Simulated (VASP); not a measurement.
Write the native input for VASP 6.6.1 that does the following.

* Task: single point
* Functional: PBEsol
* Potentials or basis: VASP PAW PBE potentials, release 64 (Ti_sv, O)
* Cutoff: 600 eV
* k mesh: 8 × 8 × 8
* Occupations: gaussian, width 0.01 eV
* Spin: no spin polarisation
* Dipole correction: no
* Further INCAR settings: ALGO = Normal; EDIFF = 1e-06; NBANDS = 33

The structure of TiO2 lies in POSCAR:

```
TiO2
1.0
   -1.8921000000      1.8921000000      4.7573000000
    1.8921000000     -1.8921000000      4.7573000000
    1.8921000000      1.8921000000     -4.7573000000
Ti O
2 4
Direct
    0.0000000000      1.0000000000      0.0000000000
    0.7500000000      0.2500000000      0.5000000000
    0.2081000000      0.2081000000      0.0000000000
    0.7919000000      0.7919000000      0.0000000000
   -0.0419000000      0.4581000000      0.5000000000
    0.5419000000      1.0419000000      0.5000000000
```

These files were run (other wordings do the same):

INCAR

```
SYSTEM = TiO2
PREC = Accurate ; ENCUT = 600
EDIFF = 1E-6 ; ISMEAR = 0
SIGMA = 0.01 ; LREAL = .FALSE.
LASPH = .TRUE. ; NELM = 120
ALGO = Normal ; ISIF = 2
LWAVE = .FALSE. ; LCHARG = .TRUE.
GGA = PS ; LELF = .TRUE.
LVHAR = .TRUE. ; NBANDS = 33
GGA_COMPAT = .FALSE.
```

KPOINTS

```
Automatic mesh
0
G
  8 8 8
  0 0 0
```

Potentials or basis: VASP PAW PBE potentials, release 64 (Ti_sv, O).

Run with:

```console
$ cat potpaw_PBE.64/Ti_sv/POTCAR potpaw_PBE.64/O/POTCAR > POTCAR
$ mpirun -np 1 vasp_std > vasp.out
```

It gave:

```json
{
 "Pressure": "-0.5 GPa",
 "Largest force": "0.011 eV/Å",
 "Band gap on the k mesh": "2.09 eV (least direct gap 2.40 eV)"
}
```

Caveat: the PAW data sets were made with another functional, which shifts forces and pressure a little.

Wall time 5.3 min on 1 thread of Intel(R) Xeon(R) Platinum 8259CL CPU @ 2.50GHz (Skylake/Cascade Lake) (shared host), peak memory 0.39 GiB.
